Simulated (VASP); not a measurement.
# Li2Se (Fm-3m) in VASP: further runs, part 2 of 2

VASP 6.6.1. The steps go on from the part before.

## (3) Relaxation of the atoms, r2SCAN

This run uses another cell than the first one, of 8.79 Å³/atom.

Input file POSCAR:

```
Li2Se
1.0
    0.0000000000      2.3620878983      2.3620878983
    2.3620878983      0.0000000000      2.3620878983
    2.3620878983      2.3620878983      0.0000000000
Li Se
2 1
Direct
    0.7500000000      0.7500000000      0.7500000000
    0.2500000000      0.2500000000      0.2500000000
    0.0000000000      0.0000000000      0.0000000000
```

Input file INCAR.step1:

```
SYSTEM = Li2Se
ALGO = Normal
EDIFF = 1E-5
EDIFFG = -0.01
ENCUT = 720
GGA = PE
GGA_COMPAT = .FALSE.
IBRION = 2
ISMEAR = -1
LASPH = .TRUE.
LCHARG = .FALSE.
LREAL = .FALSE.
LWAVE = .TRUE.
NELM = 120
NELMIN = 4
NSW = 100
PREC = Accurate
SIGMA = 0.03
```

Input file INCAR.step2:

```
SYSTEM = Li2Se
ALGO = Normal
EDIFF = 1E-7
EDIFFG = -0.01
ENCUT = 720
GGA_COMPAT = .FALSE.
IBRION = 2
ISIF = 2
ISMEAR = -1
ISTART = 1
LASPH = .TRUE.
LCHARG = .FALSE.
LMIXTAU = .TRUE.
LREAL = .FALSE.
LWAVE = .FALSE.
METAGGA = R2SCAN
NELM = 120
NELMIN = 4
NSW = 50
PREC = Accurate
SIGMA = 0.03
```

Input file KPOINTS:

```
k-points
0
G
  8 8 8
  0 0 0
```

Potentials or basis: VASP PAW PBE potentials, release 64 (Li_sv, Se).

Launch:

```sh
$ cat potpaw_PBE.64/Li_sv/POTCAR potpaw_PBE.64/Se/POTCAR > POTCAR
$ cp INCAR.step1 INCAR
$ mpirun -np 1 vasp_std > vasp.out
$ cp INCAR.step2 INCAR
$ mpirun -np 1 vasp_std > vasp.out
```

OUTCAR:

```text
SYSTEM = Li2Se
   EDIFF = 1E-7
   EDIFFG = -0.01
   ENCUT = 720
   IBRION = 2
   ISIF = 2
   ISMEAR = -1
   ISTART = 1
   LASPH = .TRUE.
   LREAL = .FALSE.
   METAGGA = R2SCAN
   NELM = 120
   NELMIN = 4
   NSW = 50
   PREC = Accurate

 ion  position               nearest neighbor table
   1  0.750  0.750  0.750-   3 2.05   3 2.05   3 2.05   3 2.05   2 2.36   2 2.36   2 2.36   2 2.36
                             2 2.36   2 2.36
   2  0.250  0.250  0.250-   3 2.05   3 2.05   3 2.05   3 2.05   1 2.36   1 2.36   1 2.36   1 2.36
                             1 2.36   1 2.36
   3  0.000  0.000  0.000-   1 2.05   2 2.05   1 2.05   1 2.05   2 2.05   1 2.05   2 2.05   2 2.05

  LATTYP: Found a face centered cubic cell.
 ALAT       =     4.7241757966

  Lattice vectors:

 A1 = (   0.0000000000,   2.3620878983,   2.3620878983)
 A2 = (   2.3620878983,   0.0000000000,   2.3620878983)
 A3 = (   2.3620878983,   2.3620878983,   0.0000000000)

Analysis of symmetry for initial positions (statically):
=====================================================================
 Subroutine PRICEL returns:
 Original cell was already a primitive cell.

 Routine SETGRP: Setting up the symmetry group for a
 face centered cubic supercell.

 Subroutine GETGRP returns: Found 48 space group operations
 (whereof 48 operations were pure point group operations)
 out of a pool of 48 trial point group operations.

The static configuration has the point symmetry O_h .

Analysis of symmetry for dynamics (positions and initial velocities):
=====================================================================
 Subroutine PRICEL returns:
 Original cell was already a primitive cell.

 Routine SETGRP: Setting up the symmetry group for a
 face centered cubic supercell.

 Subroutine GETGRP returns: Found 48 space group operations
 (whereof 48 operations were pure point group operations)
 out of a pool of 48 trial point group operations.

The dynamic configuration has the point symmetry O_h .
[... 128 lines left out ...]
   AEXX    =    0.0000 exact exchange contribution
   IVDW    =     0    specifies the selected vdW correction
   LEPSILON=     F    determine dielectric tensor
   LRPA    =     F    only Hartree local field effects (RPA)
 conjugate gradient relaxation of ions
 non-spin polarized calculation
  energy-cutoff  :      720.00
  volume of cell :       26.36
 maximum number of plane-waves:      1174
 NGX is ok and might be reduce to    30
   NGX = 15   NGY = 15   NGZ = 15

 number of electron      11.9999998 magnetization

 Free energy of the ion-electron system (eV)
  ---------------------------------------------------
  ext. energy  EPLUGINS =         0.00000000
  ---------------------------------------------------
  free energy    TOTEN  =       -18.59709829 eV

  energy without entropy =      -18.59709829  energy(sigma->0) =      -18.59709829

 E-fermi :   7.8790     XC(G=0): -11.7996

 val. band max:        7.1298357124   @ k =   0.0000   0.0000   0.0000
 cond. band min:       9.0690866790   @ k =   0.5000   0.5000   0.0000
 fundamental gap:      1.9392509666
 Fermi energy:         7.8790379815

 k-point     1 :       0.0000    0.0000    0.0000
  band No.  band energies     occupation
      1     -39.7796      2.00000
      2     -39.4317      2.00000
      3      -7.6820      2.00000
      4       7.1298      2.00000
      5       7.1298      2.00000
      6       7.1298      2.00000
      7      12.9587      0.00000
      8      12.9587      0.00000
      9      12.9587      0.00000
     10      15.7389      0.00000
[... 287 lines left out ...]
 k-point    24 :      -0.3750    0.2500    0.1250
  band No.  band energies     occupation
      1     -39.5842      2.00000
      2     -39.5836      2.00000
      3      -6.4578      2.00000
      4       1.1032      2.00000
      5       4.1025      2.00000
      6       4.5022      2.00000
      7      13.4600      0.00000
      8      15.0562      0.00000
      9      19.0158      0.00000
     10      19.0728      0.00000

 [... further k-points ...]

------------------------ aborting loop because EDIFF is reached ----------------------------------------

  FORCE on cell =-STRESS in cart. coord.  units (eV):
  Direction    XX          YY          ZZ          XY          YZ          ZX
  --------------------------------------------------------------------------------------
  -------------------------------------------------------------------------------------
  Total       16.9874553     16.9874553     16.9874553      0.0000000      0.0000000     -0.0000000
  in kB     1032.5729675   1032.5729675   1032.5729675      0.0000000      0.0000000     -0.0000000
  external PRESSURE =    1032.5729675 kB  Pullay stress =       0.0000000 kB

 VOLUME and BASIS-vectors are now :
 -----------------------------------------------------------------------------
  energy-cutoff  :      720.00
  volume of cell :       26.36
      direct lattice vectors                 reciprocal lattice vectors
     0.000000000  2.362087898  2.362087898    -0.211677135  0.211677135  0.211677135
     2.362087898  0.000000000  2.362087898     0.211677135 -0.211677135  0.211677135
     2.362087898  2.362087898  0.000000000     0.211677135  0.211677135 -0.211677135

 POSITION                                       TOTAL-FORCE (eV/Angst)
 -----------------------------------------------------------------------------------
      3.54313      3.54313      3.54313         0.000000      0.000000      0.000000
      1.18104      1.18104      1.18104        -0.000000      0.000000     -0.000000
      0.00000      0.00000      0.00000        -0.000000     -0.000000     -0.000000
 -----------------------------------------------------------------------------------
    total drift:                                0.000000     -0.000000      0.000000

  FREE ENERGIE OF THE ION-ELECTRON SYSTEM (eV)
  ---------------------------------------------------
  free  energy   TOTEN  =       -18.5970982860 eV

  energy  without entropy=      -18.5970982860  energy(sigma->0) =      -18.59709829

 reached required accuracy - stopping structural energy minimisation
```

OSZICAR.step1:

```text
N       E                     dE             d eps       ncg     rms          rms(c)
DAV:   1     0.556703278147E+02    0.55670E+02   -0.78832E+03   580   0.167E+03
DAV:   2    -0.854007698390E+00   -0.56524E+02   -0.54689E+02   730   0.247E+02
DAV:   3    -0.634495953945E+01   -0.54910E+01   -0.54694E+01   928   0.651E+01
DAV:   4    -0.652622363797E+01   -0.18126E+00   -0.18077E+00   814   0.115E+01
DAV:   5    -0.652784150288E+01   -0.16179E-02   -0.16178E-02   818   0.942E-01    0.457E+00
DAV:   6    -0.636171274956E+01    0.16613E+00   -0.26221E-01   646   0.277E+00    0.309E+00
DAV:   7    -0.636306134540E+01   -0.13486E-02   -0.24016E-01   670   0.334E+00    0.118E+00
DAV:   8    -0.637220910993E+01   -0.91478E-02   -0.29113E-02   636   0.191E+00    0.249E-01
DAV:   9    -0.637218504564E+01    0.24064E-04   -0.63159E-04   762   0.284E-01    0.705E-02
DAV:  10    -0.637238505928E+01   -0.20001E-03   -0.52734E-04   604   0.314E-01    0.115E-02
DAV:  11    -0.637238939966E+01   -0.43404E-05   -0.24002E-05   706   0.587E-02
   1 F= -.63723894E+01 E0= -.63723894E+01  d E =-.637239E+01
```

Wall time 48 s (1 thread of Intel Xeon 6975P-C (Granite Rapids), shared host); peak memory 0.17 GiB.

What came out:

```yaml
Free_energy: -18.5971 eV
Pressure_after_relaxing: 103.3 GPa
Band_gap_on_the_k_mesh: 1.94 eV (least direct gap 5.83 eV)
```

Final structure:
```
Li Se
1.0
     0.00000    2.36209    2.36209
     2.36209    0.00000    2.36209
     2.36209    2.36209    0.00000
Li Se
2 1
Cartesian
  3.5431 3.5431 3.5431
  1.1810 1.1810 1.1810
  0.0000 0.0000 0.0000
```

Levels at points of the mesh, in eV from the valence-band top:
```tsv
k point	band 4	band 5	band 6	band 7	band 8	band 9
(0.00, 0.00, 0.00)	0.00	0.00	0.00	5.83	5.83	5.83
(0.50, 0.00, 0.00)	-6.50	-1.49	-1.49	6.09	6.09	10.02
(0.50, 0.50, 0.00)	-4.39	-3.93	-3.93	1.94	9.09	16.68
```

Caveat: the relaxation stopped at its first step, so nothing moved; the PAW data sets were made with another functional, which shifts forces and pressure a little. A k mesh can miss the band edges.

## (4) Relaxation of the atoms, r2SCAN

This run uses another cell than the first one, of 13.18 Å³/atom.

Input file POSCAR:

```
Li2Se
1.0
    0.0000000000      2.7039156594      2.7039156594
    2.7039156594      0.0000000000      2.7039156594
    2.7039156594      2.7039156594      0.0000000000
Li Se
2 1
Direct
    0.7500000000      0.7500000000      0.7500000000
    0.2500000000      0.2500000000      0.2500000000
    0.0000000000      0.0000000000      0.0000000000
```

Input file INCAR.step1:

```
PREC = Accurate
ENCUT = 720
ISMEAR = -1
SIGMA = 0.03
LREAL = False
LASPH = True
NELM = 120
GGA = PE
ALGO = Normal
EDIFF = 1E-5
LWAVE = True
LCHARG = False
GGA_COMPAT = False
IBRION = 2
EDIFFG = -0.01
NELMIN = 4
NSW = 100
```

Input file INCAR.step2:

```
PREC = Accurate
ENCUT = 720
EDIFF = 1E-7
ISMEAR = -1
SIGMA = 0.03
LREAL = False
LASPH = True
NELM = 120
ALGO = Normal
ISIF = 2
LWAVE = False
LCHARG = False
METAGGA = R2SCAN
LMIXTAU = True
IBRION = 2
NSW = 50
EDIFFG = -0.01
ISTART = 1
GGA_COMPAT = False
NELMIN = 4
```

Input file KPOINTS:

```
regular mesh
0
Gamma
  8 8 8
```

Launch:

```sh
$ cat potpaw_PBE.64/Li_sv/POTCAR potpaw_PBE.64/Se/POTCAR > POTCAR
$ cp INCAR.step1 INCAR
$ mpirun -np 1 vasp_std > vasp.out
$ cp INCAR.step2 INCAR
$ mpirun -np 1 vasp_std > vasp.out
```

It took 47 s on 1 thread of Intel Xeon 6975P-C (Granite Rapids), shared host; peak memory 0.21 GiB.

Results (log left out):

| Property | Result |
| --- | --- |
| Free energy | -22.7758 eV |
| Pressure after relaxing | 19.5 GPa |
| Band gap on the k mesh | 3.07 eV (least direct gap 5.31 eV) |

Final structure:
```
Li Se
1.0
     0.00000    2.70392    2.70392
     2.70392    0.00000    2.70392
     2.70392    2.70392    0.00000
Li Se
2 1
Cartesian
  4.0559 4.0559 4.0559
  1.3520 1.3520 1.3520
  0.0000 0.0000 0.0000
```

Levels at points of the mesh, in eV from the valence-band top:
```tsv
k point	band 4	band 5	band 6	band 7	band 8	band 9
(0.00, 0.00, 0.00)	0.00	0.00	0.00	5.80	6.34	6.34
(0.50, 0.00, 0.00)	-4.16	-0.83	-0.83	6.62	6.62	7.46
(0.50, 0.50, 0.00)	-3.08	-2.24	-2.24	3.07	7.81	13.72
```

Caveat: the relaxation stopped at its first step, so nothing moved; the PAW data sets were made with another functional, which shifts forces and pressure a little.

## (5) Summary

```tsv
task	cell	cutoff (eV)	gap on the mesh (eV)	pressure (GPa)
single point	a = 4.209 Å, angles 60.0°, 3 atoms	830	3.44	0.5
relaxation of the atoms	atoms relaxed from a = 3.340 Å, angles 60.0°, 3 atoms	720	1.94	103.3
relaxation of the atoms	atoms relaxed from a = 3.824 Å, angles 60.0°, 3 atoms	720	3.07	19.5
```

Alike in all rows: level r2SCAN; potentials or basis VASP PAW PBE potentials, release 64 (Li_sv, Se); no spin polarisation; k mesh 8 × 8 × 8; smearing fermi-dirac 0.03 eV.

Caveats: the PAW data sets were made with another functional, which shifts forces and pressure a little; the relaxation stopped at its first step, so nothing moved (at least some runs).

Absolute energies hang on the potentials; compare differences alone.
